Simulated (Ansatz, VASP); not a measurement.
**BeCd3S4 in VASP and in Ansatz**

```
Be Cd S
1.0
    -2.48926    2.48926    7.38455
     2.48926   -2.48926    7.38455
     2.48926    2.48926   -7.38455
Be Cd S
1 3 4
Direct
  0.00000 0.00000 0.00000
  0.75000 0.25000 0.50000
  0.25000 0.75000 0.50000
  0.50000 0.50000 0.00000
  0.66709 0.66709 0.00000
  0.33291 0.33291 0.00000
  0.87539 0.87539 0.00000
  0.12461 0.12461 0.00000
```

Alike in both runs: functional PBE; k mesh 3 × 3 × 3; occupations gaussian, width 0.15 eV; no spin polarisation.

Ansatz relaxed the structure, and its values are those at the end. VASP's run is a single point on that final structure, the one shown.

```csv
,VASP,Ansatz
version,VASP 6.6.1,Ansatz 0.2.0
potentials or method,"VASP PAW PBE potentials, release 64 (Be, Cd, S), cutoff 600 eV","scalar-relativistic, plane waves, PAW"
valence electrons in the cell,62,86
```

|  | VASP | Ansatz | Ansatz less VASP |
| --- | --- | --- | --- |
| gap on the k mesh at the Fermi level (eV) | none | none | - |
| pressure (GPa) | 0.3 | 0.1 | -0.17 |
| rms of the force components (eV/Å) | 0.008 | 0.003 | -0.0046 |

A gap of «none» marks a metal or a gap that the smearing closes. VASP's potentials hold 62 valence electrons a cell and Ansatz's 86, so a difference there can come from the potentials and not from the codes.

The k mesh is coarse, so the values compare programs but aren't converged.
